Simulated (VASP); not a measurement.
# Mo (P6_3/mmc) in VASP: further runs

Mo is run at these levels: PBE; tasks: single point.

All numbers are computed with VASP 6.6.1; they aren't measurements. Logs are shortened: lines on timing, memory, paths and dates and some standing lists are left out, and cuts for length are marked.

## Step 1: The cell of the first run

The structure is hexagonal, space group P6_3/mmc (No. 194). The conventional cell has a = 2.633 Å, b = 2.633 Å, c = 4.128 Å, α = 90.00°, β = 90.00°, γ = 120.00°. Mo (site symmetry -6m2) has 12 Mo at 2.56 to 2.63 Å within 3.4 Å.

This isn't the form of Mo at room conditions, which is bcc.

## Step 2: Single point, PBE

INCAR reads:

```
SYSTEM = Mo
PREC = Accurate
ENCUT = 500
EDIFF = 1E-6
ISMEAR = -1
SIGMA = 0.08
LREAL = .FALSE.
LASPH = .TRUE.
NELM = 120
ALGO = Normal
ISIF = 2
LWAVE = .FALSE.
LCHARG = .FALSE.
GGA = PE
NBANDS = 21
GGA_COMPAT = .FALSE.
```

KPOINTS reads:

```
regular mesh
0
G
  17 17 9
  0 0 0
```

POSCAR reads:

```
Mo
1.0
    2.6332439134      0.0000000000      0.0000000000
   -1.3166219567      2.2804561233      0.0000000000
    0.0000000000      0.0000000000      4.1284797895
Mo
2
Direct
    0.3333333333      0.6666666667      0.2500000000
    0.6666666667      0.3333333333      0.7500000000
```

Potentials or basis: VASP PAW PBE potentials, release 64 (Mo_sv).

Launch:

```bash
$ cat potpaw_PBE.64/Mo_sv/POTCAR > POTCAR
$ mpirun -np 1 vasp_std > vasp.out
```

OUTCAR:

```text
SYSTEM = Mo
   PREC = Accurate
   ENCUT = 500
   EDIFF = 1E-6
   ISMEAR = -1
   LREAL = .FALSE.
   LASPH = .TRUE.
   NELM = 120
   ISIF = 2
   GGA = PE

 ion  position               nearest neighbor table
   1  0.333  0.667  0.250-   2 2.56   2 2.56   2 2.56   2 2.56   2 2.56   2 2.56
   2  0.667  0.333  0.750-   1 2.56   1 2.56   1 2.56   1 2.56   1 2.56   1 2.56

  LATTYP: Found a hexagonal cell.
 ALAT       =     2.6332439134
 C/A-ratio  =     1.5678303740

  Lattice vectors:

 A1 = (   2.6332439134,   0.0000000000,   0.0000000000)
 A2 = (  -1.3166219567,   2.2804561233,   0.0000000000)
 A3 = (   0.0000000000,   0.0000000000,   4.1284797895)

Analysis of symmetry for initial positions (statically):
=====================================================================
 Subroutine PRICEL returns:
 Original cell was already a primitive cell.

 Routine SETGRP: Setting up the symmetry group for a
 hexagonal supercell.

 Subroutine GETGRP returns: Found 24 space group operations
 (whereof 12 operations were pure point group operations)
 out of a pool of 24 trial point group operations.

The static configuration has the point symmetry D_3d.
 The point group associated with its full space group is D_6h.

Analysis of symmetry for dynamics (positions and initial velocities):
=====================================================================
 Subroutine PRICEL returns:
 Original cell was already a primitive cell.

 Routine SETGRP: Setting up the symmetry group for a
 hexagonal supercell.

 Subroutine GETGRP returns: Found 24 space group operations
 (whereof 12 operations were pure point group operations)
 out of a pool of 24 trial point group operations.

The dynamic configuration has the point symmetry D_3d.
 The point group associated with its full space group is D_6h.

 Subroutine INISYM returns: Found 24 space group operations
 (whereof 12 operations are pure point group operations),
 and found     1 'primitive' translations

----------------------------------------------------------------------------------------

                                     Primitive cell

  volume of cell :      24.7915

  direct lattice vectors                    reciprocal lattice vectors
     2.633243913  0.000000000  0.000000000     0.379759731  0.219254383  0.000000000
    -1.316621957  2.280456123  0.000000000     0.000000000  0.438508766  0.000000000
     0.000000000  0.000000000  4.128479790     0.000000000  0.000000000  0.242219909

  length of vectors
     2.633243913  2.633243913  4.128479790     0.438508766  0.438508766  0.242219909

  position of ions in fractional coordinates (direct lattice)
     0.333333333  0.666666667  0.250000000
     0.666666667  0.333333333  0.750000000

  ion indices of the primitive-cell ions
   primitive index   ion index
                 1           1
                 2           2

----------------------------------------------------------------------------------------

 KPOINTS: regular mesh

Automatic generation of k-mesh.
 Grid dimensions read from file:
 generate k-points for:   17   17    9

 Generating k-lattice:

  Cartesian coordinates                     Fractional coordinates (reciprocal lattice)
     0.022338808  0.012897317  0.000000000     0.058823529  0.000000000  0.000000000
     0.000000000  0.025794633  0.000000000     0.000000000  0.058823529  0.000000000
     0.000000000  0.000000000  0.026913323     0.000000000  0.000000000  0.111111111

  Length of vectors
     0.025794633  0.025794633  0.026913323

  Shift w.r.t. Gamma in fractional coordinates (k-lattice)
     0.000000000  0.000000000  0.000000000

 Subroutine IBZKPT returns following result:
 ===========================================

 Found    165 irreducible k-points:

 Following reciprocal coordinates:
            Coordinates               Weight
  0.000000  0.000000  0.000000      1.000000
  0.058824  0.000000  0.000000      6.000000
  0.117647 -0.000000  0.000000      6.000000
  0.176471  0.000000  0.000000      6.000000
  0.235294 -0.000000  0.000000      6.000000
  0.294118  0.000000  0.000000      6.000000
[... 16 lines left out ...]
  0.411765  0.117647  0.000000     12.000000
  0.176471  0.176471  0.000000      6.000000
 [... further k-points ...]
   k-points           NKPTS =    165   k-points in BZ     NKDIM =    165   number of bands    NBANDS=     21
   number of dos      NEDOS =    301   number of ions     NIONS =      2
   total plane-waves  NPLWV =  12000
   dimension x,y,z NGX =    20 NGY =   20 NGZ =   30
   dimension x,y,z NGXF=    40 NGYF=   40 NGZF=   60
   ions per type =               2
   NGX,Y,Z   is equivalent  to a cutoff of  12.63, 12.63, 12.08 a.u.
   NGXF,Y,Z  is equivalent  to a cutoff of  25.25, 25.25, 24.16 a.u.
 SYSTEM =  Mo
   PREC   = accura    normal or accurate (medium, high low for compatibility)
   ISTART =      0    job   : 0-new  1-cont  2-samecut
   ICHARG =      2    charge: 1-file 2-atom 10-const
   ISPIN  =      1    spin polarized calculation?
   LNONCOLLINEAR =      F non collinear calculations
   LSORBIT =      F    spin-orbit coupling
   LASPH  =      T    aspherical Exc in radial PAW
   ENCUT  =  500.0 eV  36.75 Ry    6.06 a.u.   4.80  4.80  7.53*2*pi/ulx,y,z
   NELM   =    120;   NELMIN=  2; NELMDL= -5     # of ELM steps
   EDIFF  = 0.1E-05   stopping-criterion for ELM
   LREAL  =      F    real-space projection
   EDIFFG = 0.1E-04   stopping-criterion for IOM
   NSW    =      0    number of steps for IOM
   IBRION =     -1    ionic relax: 0-MD 1-quasi-New 2-CG
   NFREE  =      0    steps in history (QN), initial steepest desc. (CG)
   ISIF   =      2    stress and relaxation
   ISYM   =      2    0-nonsym 1-usesym 2-fastsym
   POTIM  = 0.5000    time-step for ionic-motion
   TEBEG  =    0.0;   TEEND  =   0.0 temperature during run
   PSTRESS=    0.0 pullay stress
   NELECT =      28.0000    total number of electrons
   NUPDOWN=      -1.0000    fix difference up-down
   EMIN   =  10.00;   EMAX   =-10.00  energy-range for DOS
   EFERMI =   0.00;   METHOD = LEGACY
   ISMEAR =    -1;   SIGMA  =   0.08  broadening in eV -4-tet -1-fermi 0-gaus
   EFERMI_NEDOS =   21; number of points for ismear=-14 and -15
   IALGO  =     38    algorithm
   IMIX   =      4    mixing-type and parameters
     AMIX     =   0.40;   BMIX     =  1.00
     AMIX_MAG =   1.60;   BMIX_MAG =  1.00
  volume/ion in A,a.u.               =      12.40        83.65
  Fermi-wavevector in a.u.,A,eV,Ry     =   1.704878  3.221751 39.546794  2.906607
  Thomas-Fermi vector in A             =   2.784200
   LORBIT       =      0    0 simple, 1 ext, 2 COOP (PROOUT), +10 PAW based schemes
   GGA     = PE    functional components
   LHFCALC =     F    Hartree Fock is set to
   AEXX    =    0.0000 exact exchange contribution
   IVDW    =     0    specifies the selected vdW correction
   LEPSILON=     F    determine dielectric tensor
   LRPA    =     F    only Hartree local field effects (RPA)
 non-spin polarized calculation
  energy-cutoff  :      500.00
  volume of cell :       24.79
 maximum number of plane-waves:       642
 NGX is ok and might be reduce to    20
   NGX =  9   NGY =  9   NGZ = 15

 number of electron      27.9999998 magnetization

 Free energy of the ion-electron system (eV)
  ---------------------------------------------------
  ext. energy  EPLUGINS =         0.00000000
  ---------------------------------------------------
  free energy    TOTEN  =       -19.09850659 eV

  energy without entropy =      -19.05778635  energy(sigma->0) =      -19.07814647

 E-fermi :  16.2638     XC(G=0): -14.7200

 val. band max:       16.2637241170   @ k =   0.1765   0.0000   0.3333
 cond. band min:      16.2639944370   @ k =   0.2353   0.1765   0.1111
 fundamental gap:      0.0002703200
 Fermi energy:        16.2637769791

 k-point     1 :       0.0000    0.0000    0.0000
  band No.  band energies     occupation
      1     -44.6281      2.00000
      2     -43.9187      2.00000
      3     -20.0428      2.00000
      4     -17.6127      2.00000
      5     -17.6127      2.00000
      6     -17.1764      2.00000
[... 13 lines left out ...]
     20      20.7471      0.00000
     21      29.4706      0.00000

 k-point     2 :       0.0588    0.0000    0.0000
  band No.  band energies     occupation
      1     -44.6115      2.00000
      2     -43.9122      2.00000
      3     -20.0127      2.00000
      4     -17.6845      2.00000
      5     -17.6368      2.00000
      6     -17.2490      2.00000
[... 13 lines left out ...]
     20      22.0147      0.00000
     21      29.8591      0.00000

 k-point     3 :       0.1176   -0.0000    0.0000
  band No.  band energies     occupation
      1     -44.5635      2.00000
      2     -43.8939      2.00000
      3     -19.9244      2.00000
      4     -17.8890      2.00000
      5     -17.7038      2.00000
      6     -17.4529      2.00000
[... 13 lines left out ...]
     20      23.7982      0.00000
     21      30.9175      0.00000

 k-point     4 :       0.1765    0.0000    0.0000
  band No.  band energies     occupation
      1     -44.4884      2.00000
      2     -43.8676      2.00000
      3     -19.7830      2.00000
      4     -18.1950      2.00000
      5     -17.8006      2.00000
      6     -17.7510      2.00000
[... 13 lines left out ...]
     20      25.6289      0.00000
     21      31.0441      0.00000

 k-point     5 :       0.2353   -0.0000    0.0000
  band No.  band energies     occupation
      1     -44.3936      2.00000
      2     -43.8388      2.00000
      3     -19.5971      2.00000
      4     -18.5573      2.00000
      5     -18.0952      2.00000
      6     -17.9116      2.00000
[... 13 lines left out ...]
     20      27.4197      0.00000
     21      30.7224      0.00000
[... 382 lines left out ...]
     20      29.9679      0.00000
     21      30.9325      0.00000

 k-point    22 :       0.3529    0.1176    0.0000
  band No.  band energies     occupation
      1     -44.0709      2.00000
      2     -43.7986      2.00000
      3     -19.4239      2.00000
      4     -18.9304      2.00000
      5     -18.8690      2.00000
      6     -18.3059      2.00000
[... 13 lines left out ...]
     20      28.6825      0.00000
     21      30.3271      0.00000

 k-point    23 :       0.4118    0.1176    0.0000
  band No.  band energies     occupation
      1     -44.0176      2.00000
      2     -43.8068      2.00000
      3     -19.5429      2.00000
      4     -19.0033      2.00000
      5     -18.7232      2.00000
      6     -18.3707      2.00000
[... 13 lines left out ...]
     20      27.1324      0.00000
     21      29.6642      0.00000

 k-point    24 :       0.1765    0.1765    0.0000
  band No.  band energies     occupation
      1     -44.2646      2.00000
      2     -43.8094      2.00000
      3     -19.3286      2.00000
      4     -18.7262      2.00000
      5     -18.7137      2.00000
      6     -17.9668      2.00000
[... 13 lines left out ...]
     20      29.7734      0.00000
     21      30.3831      0.00000

 [... further k-points ...]
[... 5 lines left out ...]
  --------------------------------------------------------------------------------------
  -------------------------------------------------------------------------------------
  Total       15.6951990     15.6951990     15.7107035      0.0000000      0.0000000      0.0000000
  in kB     1014.3187069   1014.3187068   1015.3207013      0.0000000      0.0000000      0.0000000
  external PRESSURE =    1014.6527050 kB  Pullay stress =       0.0000000 kB

 VOLUME and BASIS-vectors are now :
 -----------------------------------------------------------------------------
  energy-cutoff  :      500.00
  volume of cell :       24.79
      direct lattice vectors                 reciprocal lattice vectors
     2.633243913  0.000000000  0.000000000     0.379759731  0.219254383  0.000000000
    -1.316621957  2.280456123  0.000000000     0.000000000  0.438508766  0.000000000
     0.000000000  0.000000000  4.128479790     0.000000000  0.000000000  0.242219909

 POSITION                                       TOTAL-FORCE (eV/Angst)
 -----------------------------------------------------------------------------------
     -0.00000      1.52030      1.03212         0.000000     -0.000000      0.000000
      1.31662      0.76015      3.09636        -0.000000      0.000000      0.000000
 -----------------------------------------------------------------------------------
    total drift:                               -0.000000      0.000000     -0.000000

  FREE ENERGIE OF THE ION-ELECTRON SYSTEM (eV)
  ---------------------------------------------------
  free  energy   TOTEN  =       -19.0985065906 eV

  energy  without entropy=      -19.0577863500  energy(sigma->0) =      -19.07814647
```

Run time: 69 s. Hardware: 1 thread of Intel Xeon 8259CL, shared host; peak memory 0.18 GiB.

What came out:

| Property | Result |
| --- | --- |
| Free energy | -19.0985 eV |
| Pressure | 101.5 GPa |
| Band gap on the k mesh | zero (bands 14 and 15 overlap by 3.06 eV) |

Caveat: the cell stands under pressure.

## Step 3: Single point, PBE

INCAR reads:

```
ALGO = Normal
EDIFF = 1E-6
ENCUT = 500
GGA = PE
GGA_COMPAT = F
ISIF = 2
ISMEAR = -1
LASPH = T
LCHARG = T
LELF = T
LREAL = F
LVHAR = T
LWAVE = F
NBANDS = 21
NELM = 120
PREC = Accurate
SIGMA = 0.08
```

KPOINTS reads:

```
k-points
0
Gamma
  17 17 9
```

POSCAR is that of step 2.

Potentials or basis: VASP PAW PBE potentials, release 64 (Mo_sv).

Launch:

```bash
$ cat potpaw_PBE.64/Mo_sv/POTCAR > POTCAR
$ mpirun -np 1 vasp_std > vasp.out
```

Wall time 84 s (1 thread of Intel Xeon 8259CL, shared host); peak memory 0.18 GiB.

It converged, with:

```
Free energy            : -19.0985 eV
Pressure               : 101.5 GPa
Band gap on the k mesh : zero (bands 14 and 15 overlap by 3.06 eV)
```

Stress tensor (GPa, compression positive):
```
101.43   0.00   0.00
  0.00 101.43   0.00
  0.00   0.00 101.53
```

Levels at points of the mesh, in eV from the Fermi level:
| k point | band 10 | band 11 | band 12 | band 13 | band 14 | band 15 | band 16 | band 17 | band 18 | band 19 |
| --- | --- | --- | --- | --- | --- | --- | --- | --- | --- | --- |
| (0.00, 0.00, 0.00) | -6.25 | -1.36 | -1.36 | -0.82 | -0.19 | -0.19 | 0.55 | 0.55 | 3.37 | 4.48 |

Caveat: the cell stands under pressure.
